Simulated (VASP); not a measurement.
# BN: single point with PBEsol

Crystal: BN.

```
B N
1.0
     2.65610    0.00000    0.00000
    -1.32805    2.30025    0.00000
     0.00000    0.00000    4.39593
B N
2 2
Direct
  0.66667 0.33333 0.99972
  0.33333 0.66667 0.49972
  0.66667 0.33333 0.62528
  0.33333 0.66667 0.12528
```

This cell differs from its parent crystal: strain +0.040 along x and y, +0.040 along z.

| Property | Result |
| --- | --- |
| Program | VASP 6.6.1 |
| Task | single point |
| Functional | PBEsol |
| Potentials or basis | VASP PAW PBE potentials, release 64 (B, N) |
| Cutoff | 520 eV |
| k mesh | 12 × 12 × 6 |
| Occupations | gaussian, width 0.05 eV |
| Spin | no spin polarisation |
| Dipole correction | no |
| Further INCAR settings | ALGO = Normal; EDIFF = 1e-07; NBANDS = 16 |

The pressure is -40.0 GPa. The largest force is 0.090 eV/Å and the band gap on the k mesh is 5.12 eV, indirect (least direct gap 7.52 eV).

Forces in eV/Å, atoms in the order of the input:
```
B    0.000  0.000  0.090
B    0.000  0.000  0.090
N    0.000  0.000 -0.090
N    0.000  0.000 -0.090
```

Stress tensor (GPa, compression positive):
```
-39.70   0.00   0.00
  0.00 -39.70   0.00
  0.00   0.00 -40.65
```

Levels at points of the mesh, in eV from the valence-band top:
| k point | band 4 | band 5 | band 6 | band 7 | band 8 | band 9 | band 10 | band 11 | band 12 | band 13 |
| --- | --- | --- | --- | --- | --- | --- | --- | --- | --- | --- |
| (0.00, 0.00, 0.00) | -1.87 | -1.87 | -0.24 | 0.00 | 0.00 | 7.66 | 7.79 | 7.79 | 7.99 | 8.98 |
| (0.50, 0.00, 0.00) | -7.14 | -6.25 | -4.41 | -3.88 | -1.87 | 6.10 | 7.39 | 9.84 | 10.02 | 11.64 |
| (0.00, 0.00, 0.50) | -5.25 | -1.03 | -1.03 | -1.03 | -1.03 | 8.24 | 8.24 | 9.19 | 9.19 | 9.19 |
| (0.50, 0.00, 0.50) | -9.09 | -3.32 | -3.32 | -3.20 | -3.20 | 5.95 | 5.95 | 9.08 | 9.08 | 12.97 |

Wall time 59 s on 1 thread of AMD EPYC 7R43 64-Core Processor (Zen 3), with other jobs on the host, peak memory 0.11 GiB.

Caveat: the cell differs from its parent crystal (strain +0.040 along x and y, +0.040 along z); the PAW data sets were made with another functional, which shifts forces and pressure a little. A k mesh can miss the band edges.
